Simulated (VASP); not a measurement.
# AlN (P6_3/mmc) in VASP: a series of runs

AlN is run at these levels: PBE; tasks: single point.

Program: VASP 6.6.1. These are calculated values, not measurements. Logs are shortened: lines on timing, memory, paths and dates and some standing lists are left out, and cuts for length are marked.

## (1) The cell of the first run

Symmetry: P6_3/mmc, No. 194, hexagonal system. Conventional cell: a = 3.137 Å, b = 3.137 Å, c = 3.967 Å, α = 90.00°, β = 90.00°, γ = 120.00°. Within 2.4 Å of Al (site symmetry -6m2) lie 5 N at 1.81 to 1.98 Å. N (site symmetry -6m2) has 5 Al at 1.81 to 1.98 Å within 2.4 Å.

## (2) Single point, PBE

INCAR

```
PREC = Accurate
ENCUT = 520
EDIFF = 1E-6
ISMEAR = 0
SIGMA = 0.05
LREAL = F
LASPH = T
NELM = 80
ALGO = Normal
ISIF = 2
LWAVE = F
LCHARG = F
GGA = PE
NBANDS = 16
```

KPOINTS

```
Automatic mesh
0
Gamma
  12 12 8
```

POSCAR

```
AlN
1.0
    3.1374620401      0.0000000000      0.0000000000
   -1.5687310200      2.7171218302      0.0000000000
    0.0000000000      0.0000000000      3.9667454211
Al N
2 2
Direct
    0.3333333300      0.6666666700      0.7500000000
    0.6666666700      0.3333333300      0.2500000000
    0.3333333300      0.6666666700      0.2500000000
    0.6666666700      0.3333333300      0.7500000000
```

Potentials or basis: VASP PAW PBE potentials, release 64 (Al, N).

Command:

```sh
$ cat potpaw_PBE.64/Al/POTCAR potpaw_PBE.64/N/POTCAR > POTCAR
$ mpirun -np 1 vasp_std > vasp.out
```

OUTCAR:

```text
PREC = Accurate
   ENCUT = 520
   EDIFF = 1E-6
   ISMEAR = 0
   LREAL = F
   LASPH = T
   NELM = 80
   ISIF = 2
   GGA = PE

 ion  position               nearest neighbor table
   1  0.333  0.667  0.750-   4 1.81   4 1.81   4 1.81   3 1.98   3 1.98   2 2.69   2 2.69   2 2.69
                             2 2.69   2 2.69   2 2.69
   2  0.667  0.333  0.250-   3 1.81   3 1.81   3 1.81   4 1.98   4 1.98   1 2.69   1 2.69   1 2.69
                             1 2.69   1 2.69   1 2.69
   3  0.333  0.667  0.250-   2 1.81   2 1.81   2 1.81   1 1.98   1 1.98
   4  0.667  0.333  0.750-   1 1.81   1 1.81   1 1.81   2 1.98   2 1.98

  LATTYP: Found a hexagonal cell.
 ALAT       =     3.1374620401
 C/A-ratio  =     1.2643166261

  Lattice vectors:

 A1 = (   3.1374620401,   0.0000000000,   0.0000000000)
 A2 = (  -1.5687310200,   2.7171218302,   0.0000000000)
 A3 = (   0.0000000000,   0.0000000000,   3.9667454211)

Analysis of symmetry for initial positions (statically):
=====================================================================
 Subroutine PRICEL returns:
 Original cell was already a primitive cell.

 Routine SETGRP: Setting up the symmetry group for a
 hexagonal supercell.

 Subroutine GETGRP returns: Found 24 space group operations
 (whereof 12 operations were pure point group operations)
 out of a pool of 24 trial point group operations.

The static configuration has the point symmetry D_3d.
 The point group associated with its full space group is D_6h.

Analysis of symmetry for dynamics (positions and initial velocities):
=====================================================================
 Subroutine PRICEL returns:
 Original cell was already a primitive cell.

 Routine SETGRP: Setting up the symmetry group for a
 hexagonal supercell.

 Subroutine GETGRP returns: Found 24 space group operations
 (whereof 12 operations were pure point group operations)
 out of a pool of 24 trial point group operations.

The dynamic configuration has the point symmetry D_3d.
 The point group associated with its full space group is D_6h.

 Subroutine INISYM returns: Found 24 space group operations
 (whereof 12 operations are pure point group operations),
 and found     1 'primitive' translations

----------------------------------------------------------------------------------------

                                     Primitive cell

  volume of cell :      33.8160

  direct lattice vectors                    reciprocal lattice vectors
     3.137462040  0.000000000  0.000000000     0.318728956  0.184018248  0.000000000
    -1.568731020  2.717121830  0.000000000     0.000000000  0.368036497  0.000000000
     0.000000000  0.000000000  3.966745421     0.000000000  0.000000000  0.252095835

  length of vectors
     3.137462040  3.137462040  3.966745421     0.368036497  0.368036497  0.252095835

  position of ions in fractional coordinates (direct lattice)
     0.333333330  0.666666670  0.750000000
     0.666666670  0.333333330  0.250000000
     0.333333330  0.666666670  0.250000000
     0.666666670  0.333333330  0.750000000

  ion indices of the primitive-cell ions
   primitive index   ion index
                 1           1
                 2           2
                 3           3
                 4           4

----------------------------------------------------------------------------------------

 KPOINTS: Automatic mesh

Automatic generation of k-mesh.
 Grid dimensions read from file:
 generate k-points for:   12   12    8

 Generating k-lattice:

  Cartesian coordinates                     Fractional coordinates (reciprocal lattice)
     0.026560746  0.015334854  0.000000000     0.083333333  0.000000000  0.000000000
     0.000000000  0.030669708  0.000000000     0.000000000  0.083333333  0.000000000
     0.000000000  0.000000000  0.031511979     0.000000000  0.000000000  0.125000000

  Length of vectors
     0.030669708  0.030669708  0.031511979

  Shift w.r.t. Gamma in fractional coordinates (k-lattice)
     0.000000000  0.000000000  0.000000000

 Subroutine IBZKPT returns following result:
 ===========================================

 Found     95 irreducible k-points:

 Following reciprocal coordinates:
            Coordinates               Weight
  0.000000  0.000000  0.000000      1.000000
  0.083333  0.000000  0.000000      6.000000
  0.166667  0.000000  0.000000      6.000000
  0.250000  0.000000  0.000000      6.000000
  0.333333  0.000000  0.000000      6.000000
  0.416667  0.000000  0.000000      6.000000
[... 16 lines left out ...]
  0.250000  0.000000  0.125000     12.000000
  0.333333  0.000000  0.125000     12.000000
 [... further k-points ...]
   k-points           NKPTS =     95   k-points in BZ     NKDIM =     95   number of bands    NBANDS=     16
   number of dos      NEDOS =    301   number of ions     NIONS =      4
   total plane-waves  NPLWV =  17280
   dimension x,y,z NGX =    24 NGY =   24 NGZ =   30
   dimension x,y,z NGXF=    48 NGYF=   48 NGZF=   60
   ions per type =               2   2
   NGX,Y,Z   is equivalent  to a cutoff of  12.72, 12.72, 12.57 a.u.
   NGXF,Y,Z  is equivalent  to a cutoff of  25.43, 25.43, 25.15 a.u.
 SYSTEM =  unknown system
   PREC   = accura    normal or accurate (medium, high low for compatibility)
   ISTART =      0    job   : 0-new  1-cont  2-samecut
   ICHARG =      2    charge: 1-file 2-atom 10-const
   ISPIN  =      1    spin polarized calculation?
   LNONCOLLINEAR =      F non collinear calculations
   LSORBIT =      F    spin-orbit coupling
   LASPH  =      T    aspherical Exc in radial PAW
   ENCUT  =  520.0 eV  38.22 Ry    6.18 a.u.   5.83  5.83  7.38*2*pi/ulx,y,z
   NELM   =     80;   NELMIN=  2; NELMDL= -5     # of ELM steps
   EDIFF  = 0.1E-05   stopping-criterion for ELM
   LREAL  =      F    real-space projection
   EDIFFG = 0.1E-04   stopping-criterion for IOM
   NSW    =      0    number of steps for IOM
   IBRION =     -1    ionic relax: 0-MD 1-quasi-New 2-CG
   NFREE  =      0    steps in history (QN), initial steepest desc. (CG)
   ISIF   =      2    stress and relaxation
   ISYM   =      2    0-nonsym 1-usesym 2-fastsym
   POTIM  = 0.5000    time-step for ionic-motion
   TEBEG  =    0.0;   TEEND  =   0.0 temperature during run
   PSTRESS=    0.0 pullay stress
   NELECT =      16.0000    total number of electrons
   NUPDOWN=      -1.0000    fix difference up-down
   EMIN   =  10.00;   EMAX   =-10.00  energy-range for DOS
   EFERMI =   0.00;   METHOD = LEGACY
   ISMEAR =     0;   SIGMA  =   0.05  broadening in eV -4-tet -1-fermi 0-gaus
   EFERMI_NEDOS =   21; number of points for ismear=-14 and -15
   IALGO  =     38    algorithm
   IMIX   =      4    mixing-type and parameters
     AMIX     =   0.40;   BMIX     =  1.00
     AMIX_MAG =   1.60;   BMIX_MAG =  1.00
  volume/ion in A,a.u.               =       8.45        57.05
  Fermi-wavevector in a.u.,A,eV,Ry     =   1.275677  2.410681 22.141478  1.627353
  Thomas-Fermi vector in A             =   2.408376
   LORBIT       =      0    0 simple, 1 ext, 2 COOP (PROOUT), +10 PAW based schemes
   GGA     = PE    functional components
   LHFCALC =     F    Hartree Fock is set to
   AEXX    =    0.0000 exact exchange contribution
   IVDW    =     0    specifies the selected vdW correction
   LEPSILON=     F    determine dielectric tensor
   LRPA    =     F    only Hartree local field effects (RPA)
 non-spin polarized calculation
 Gauss-broadening in eV      SIGMA  =   0.05
  energy-cutoff  :      520.00
  volume of cell :       33.82
 maximum number of plane-waves:       922
 NGX is ok and might be reduce to    24
   NGX = 11   NGY = 11   NGZ = 15

 number of electron      15.9999997 magnetization

 Free energy of the ion-electron system (eV)
  ---------------------------------------------------
  ext. energy  EPLUGINS =         0.00000000
  ---------------------------------------------------
  free energy    TOTEN  =       -28.55924434 eV

  energy without entropy =      -28.55924434  energy(sigma->0) =      -28.55924434

 E-fermi :  10.1374     XC(G=0): -11.9007

 val. band max:        9.9161462622   @ k =   0.0000   0.0000   0.0000
 cond. band min:      14.2439315325   @ k =   0.5000   0.0000   0.0000
 fundamental gap:      4.3277852703
 Fermi energy:        10.1374470088

 k-point     1 :       0.0000    0.0000    0.0000
  band No.  band energies     occupation
      1      -8.2257      2.00000
      2      -3.7568      2.00000
      3       1.9957      2.00000
      4       6.1483      2.00000
      5       6.1483      2.00000
      6       7.9622      2.00000
[... 8 lines left out ...]
     15      22.5662      0.00000
     16      22.5662      0.00000

 k-point     2 :       0.0833    0.0000    0.0000
  band No.  band energies     occupation
      1      -8.1315      2.00000
      2      -3.7521      2.00000
      3       2.0916      2.00000
      4       5.8356      2.00000
      5       6.0125      2.00000
      6       7.6842      2.00000
[... 8 lines left out ...]
     15      22.2942      0.00000
     16      22.7971      0.00000

 k-point     3 :       0.1667    0.0000    0.0000
  band No.  band energies     occupation
      1      -7.8549      2.00000
      2      -3.7573      2.00000
      3       2.3755      2.00000
      4       5.0532      2.00000
      5       5.6986      2.00000
      6       7.0640      2.00000
[... 8 lines left out ...]
     15      21.7129      0.00000
     16      23.2756      0.00000
[... 362 lines left out ...]
 k-point    23 :       0.2500    0.0000    0.1250
  band No.  band energies     occupation
      1      -7.3130      2.00000
      2      -4.0169      2.00000
      3       2.7314      2.00000
      4       4.5309      2.00000
      5       5.4328      2.00000
      6       6.0882      2.00000
[... 8 lines left out ...]
     15      21.6727      0.00000
     16      23.8143      0.00000

 k-point    24 :       0.3333    0.0000    0.1250
  band No.  band energies     occupation
      1      -6.7628      2.00000
      2      -4.1366      2.00000
      3       2.6410      2.00000
      4       4.2683      2.00000
      5       5.1445      2.00000
      6       5.4423      2.00000
[... 8 lines left out ...]
     15      22.6643      0.00000
     16      24.3287      0.00000

 [... further k-points ...]

------------------------ aborting loop because EDIFF is reached ----------------------------------------

  FORCE on cell =-STRESS in cart. coord.  units (eV):
  Direction    XX          YY          ZZ          XY          YZ          ZX
  --------------------------------------------------------------------------------------
  -------------------------------------------------------------------------------------
  Total       10.4340495     10.4340495      8.5140597      0.0000000      0.0000000      0.0000000
  in kB      494.3579877    494.3579877    403.3902108      0.0000000      0.0000000      0.0000000
  external PRESSURE =     464.0353954 kB  Pullay stress =       0.0000000 kB

 VOLUME and BASIS-vectors are now :
 -----------------------------------------------------------------------------
  energy-cutoff  :      520.00
  volume of cell :       33.82
      direct lattice vectors                 reciprocal lattice vectors
     3.137462040  0.000000000  0.000000000     0.318728956  0.184018248  0.000000000
    -1.568731020  2.717121830  0.000000000     0.000000000  0.368036497  0.000000000
     0.000000000  0.000000000  3.966745421     0.000000000  0.000000000  0.252095835

 POSITION                                       TOTAL-FORCE (eV/Angst)
 -----------------------------------------------------------------------------------
     -0.00000      1.81141      2.97506         0.000000      0.000000      0.000000
      1.56873      0.90571      0.99169        -0.000000      0.000000      0.000000
     -0.00000      1.81141      0.99169         0.000000     -0.000000      0.000000
      1.56873      0.90571      2.97506        -0.000000      0.000000      0.000000
 -----------------------------------------------------------------------------------
    total drift:                               -0.000001      0.000001      0.000000

  FREE ENERGIE OF THE ION-ELECTRON SYSTEM (eV)
  ---------------------------------------------------
  free  energy   TOTEN  =       -28.5592443437 eV

  energy  without entropy=      -28.5592443437  energy(sigma->0) =      -28.55924434
```

It took 91 s on 1 thread of AMD EPYC 7R13, shared host; peak memory 0.14 GiB.

Results:

| Quantity | Value |
| --- | --- |
| Free energy | -28.5592 eV |
| Pressure | 46.4 GPa |
| Band gap on the k mesh | 4.33 eV, indirect (least direct gap 4.48 eV) |

Levels at points of the mesh, in eV from the valence-band top:
| k point | band 6 | band 7 | band 8 | band 9 | band 10 | band 11 |
| --- | --- | --- | --- | --- | --- | --- |
| (0.00, 0.00, 0.00) | -1.95 | -1.95 | 0.00 | 4.48 | 5.79 | 9.17 |
| (0.50, 0.00, 0.00) | -4.65 | -3.43 | -1.62 | 4.33 | 7.43 | 8.63 |
| (0.00, 0.00, 0.50) | -2.91 | -2.91 | -2.91 | 6.68 | 6.68 | 9.23 |
| (0.50, 0.00, 0.50) | -3.72 | -2.11 | -2.11 | 5.60 | 5.60 | 10.59 |

## (3) Single point, PBE

This run uses another cell than the first one, of 9.95 Å³/atom, 1.176 times its volume.

INCAR

```
SYSTEM = AlN
ALGO     = Normal         ! electronic algorithm
EDIFF    = 1E-6           ! SCF threshold, eV
ENCUT    = 520            ! plane-wave cutoff, eV
GGA      = PE             ! functional
ISIF     = 2              ! what is computed and relaxed
ISMEAR   = 0              ! smearing method
LASPH    = .TRUE.         ! aspherical terms in the spheres
LCHARG   = .FALSE.        ! write CHGCAR
LREAL    = .FALSE.        ! projectors in reciprocal space
LWAVE    = .FALSE.        ! write WAVECAR
NBANDS   = 16             ! bands
NELM     = 80             ! most SCF steps
PREC     = Accurate       ! precision mode
SIGMA    = 0.05           ! smearing width, eV
```

KPOINTS

```
k-points
0
G
  12 12 8
  0 0 0
```

POSCAR

```
AlN
1.0
    3.3121157418      0.0000000000      0.0000000000
   -1.6560578709      2.8683763727      0.0000000000
    0.0000000000      0.0000000000      4.1875630000
Al N
2 2
Direct
    0.3333333300      0.6666666700      0.7500000000
    0.6666666700      0.3333333300      0.2500000000
    0.3333333300      0.6666666700      0.2500000000
    0.6666666700      0.3333333300      0.7500000000
```

Potentials or basis: VASP PAW PBE potentials, release 64 (Al, N).

Command:

```sh
$ cat potpaw_PBE.64/Al/POTCAR potpaw_PBE.64/N/POTCAR > POTCAR
$ mpirun -np 1 vasp_std > vasp.out
```

Run time: 1.8 min. Hardware: 1 thread of AMD EPYC 7R13, shared host; peak memory 0.16 GiB.

It converged, with:

```yaml
Free_energy: -29.3190 eV
Pressure: 0.0 GPa
Band_gap_on_the_k_mesh: 3.27 eV, direct
```

Levels at points of the mesh, in eV from the valence-band top:
```
           k point  band 5  band 6  band 7  band 8  band 9  band 10  band 11  band 12
(0.00, 0.00, 0.00)   -3.27   -1.61   -1.61    0.00    3.27     4.40     8.24     8.24
(0.50, 0.00, 0.00)   -4.48   -4.31   -2.88   -1.46    3.88     7.08     7.21     9.21
(0.00, 0.00, 0.50)   -2.48   -2.48   -2.48   -2.48    5.66     5.66     8.43     8.43
(0.50, 0.00, 0.50)   -3.24   -3.24   -1.73   -1.73    5.07     5.07     9.25     9.25
```

## (4) Single point, PBE

This run uses another cell than the first one, of 9.95 Å³/atom, 1.176 times its volume.

INCAR

```
PREC = Accurate
ENCUT = 520
EDIFF = 1E-6
ISMEAR = 0
SIGMA = 0.05
LREAL = False
LASPH = True
NELM = 80
ALGO = Normal
ISIF = 2
LWAVE = False
LCHARG = False
GGA = PE
NBANDS = 16
```

KPOINTS

```
Automatic mesh
0
Gamma
  12 12 8
```

POSCAR is that of step 3.

Command:

```sh
$ cat potpaw_PBE.64/Al/POTCAR potpaw_PBE.64/N/POTCAR > POTCAR
$ mpirun -np 1 vasp_std > vasp.out
```

It took 1.8 min on 1 thread of AMD EPYC 7R13, shared host; peak memory 0.16 GiB.

Results (log left out):

* Free energy: -29.3190 eV
* Pressure: 0.0 GPa
* Band gap on the k mesh: 3.27 eV, direct

Levels at points of the mesh, in eV from the valence-band top:
| k point | band 5 | band 6 | band 7 | band 8 | band 9 | band 10 | band 11 | band 12 |
| --- | --- | --- | --- | --- | --- | --- | --- | --- |
| (0.00, 0.00, 0.00) | -3.27 | -1.61 | -1.61 | 0.00 | 3.27 | 4.40 | 8.24 | 8.24 |
| (0.50, 0.00, 0.00) | -4.48 | -4.31 | -2.88 | -1.46 | 3.88 | 7.08 | 7.21 | 9.21 |
| (0.00, 0.00, 0.50) | -2.48 | -2.48 | -2.48 | -2.48 | 5.66 | 5.66 | 8.43 | 8.43 |
| (0.50, 0.00, 0.50) | -3.24 | -3.24 | -1.73 | -1.73 | 5.07 | 5.07 | 9.25 | 9.25 |

A k mesh can miss the band edges. PBE gaps usually lie below the measured ones, often by a third to a half.

## (5) Single point, PBE

This run uses another cell than the first one, of 9.95 Å³/atom, 1.176 times its volume.

INCAR

```
SYSTEM = AlN
PREC = Accurate
ENCUT = 520
EDIFF = 1E-6
ISMEAR = 0
SIGMA = 0.05
LREAL = .FALSE.
LASPH = .TRUE.
NELM = 60
ALGO = Normal
ISIF = 2
LWAVE = .FALSE.
LCHARG = .TRUE.
GGA = PE
LELF = .TRUE.
LVHAR = .TRUE.
NELECT = 15.8
NBANDS = 16
```

KPOINTS

```
Automatic mesh
0
G
  12 12 8
  0 0 0
```

POSCAR is that of step 4.

Command:

```sh
$ cat potpaw_PBE.64/Al/POTCAR potpaw_PBE.64/N/POTCAR > POTCAR
$ mpirun -np 1 vasp_std > vasp.out
```

Wall time 96 s (1 thread of AMD EPYC 7R13, shared host); peak memory 0.16 GiB.

Results (log left out):

- Free energy: -30.7693 eV

Levels at points of the mesh, in eV from the Fermi level:
```
           k point  band 5  band 6  band 7  band 8  band 9  band 10  band 11  band 12
(0.00, 0.00, 0.00)   -2.35   -0.71   -0.71    0.81    4.28     5.43     9.30     9.30
(0.50, 0.00, 0.00)   -3.54   -3.37   -2.00   -0.56    4.95     8.08     8.23    10.23
(0.00, 0.00, 0.50)   -1.57   -1.57   -1.57   -1.57    6.67     6.67     9.49     9.49
(0.50, 0.00, 0.50)   -2.32   -2.32   -0.85   -0.85    6.10     6.10    10.26    10.26
```

Caveat: the cell carries a net charge on a neutralising background, which shifts energy and pressure; the cell is charged against a uniform background, so pressure and absolute levels hang on convention.

## (6) Single point, PBE

This run uses another cell than the first one, of 9.95 Å³/atom, 1.176 times its volume.

INCAR

```
PREC     = Accurate       # precision mode
ENCUT    = 520            # plane-wave cutoff, eV
EDIFF    = 1E-6           # SCF threshold, eV
ISMEAR   = 0              # smearing method
SIGMA    = 0.05           # smearing width, eV
LREAL    = False          # projectors in reciprocal space
LASPH    = True           # aspherical terms in the spheres
NELM     = 60             # most SCF steps
ALGO     = Normal         # electronic algorithm
ISIF     = 2              # what is computed and relaxed
LWAVE    = False          # write WAVECAR
LCHARG   = False          # write CHGCAR
GGA      = PE             # functional
NBANDS   = 16             # bands
NELECT   = 16.2
```

KPOINTS

```
regular mesh
0
Gamma
  12 12 8
```

POSCAR is that of step 5.

Potentials or basis: VASP PAW PBE potentials, release 64 (Al, N).

Command:

```sh
$ cat potpaw_PBE.64/Al/POTCAR potpaw_PBE.64/N/POTCAR > POTCAR
$ mpirun -np 1 vasp_std > vasp.out
```

Run time: 1.7 min. Hardware: 1 thread of AMD EPYC 7R13, shared host; peak memory 0.16 GiB.

Results (log left out):

```yaml
Free_energy: -26.9068 eV
```

Levels at points of the mesh, in eV from the Fermi level:
| k point | band 4 | band 5 | band 6 | band 7 | band 8 | band 9 | band 10 | band 11 | band 12 | band 13 |
| --- | --- | --- | --- | --- | --- | --- | --- | --- | --- | --- |
| (0.00, 0.00, 0.00) | -7.63 | -7.63 | -5.96 | -5.96 | -4.37 | -1.17 | 0.00 | 3.84 | 3.84 | 6.85 |
| (0.50, 0.00, 0.00) | -9.10 | -8.84 | -8.68 | -7.26 | -5.81 | -0.55 | 2.69 | 2.77 | 4.80 | 4.94 |
| (0.00, 0.00, 0.50) | -8.10 | -6.84 | -6.84 | -6.84 | -6.84 | 1.23 | 1.23 | 4.03 | 4.03 | 4.03 |
| (0.50, 0.00, 0.50) | -11.63 | -7.61 | -7.61 | -6.11 | -6.11 | 0.64 | 0.64 | 4.85 | 4.85 | 7.00 |

Caveat: the cell carries a net charge on a neutralising background, which shifts energy and pressure; the cell is charged against a uniform background, so pressure and absolute levels hang on convention.
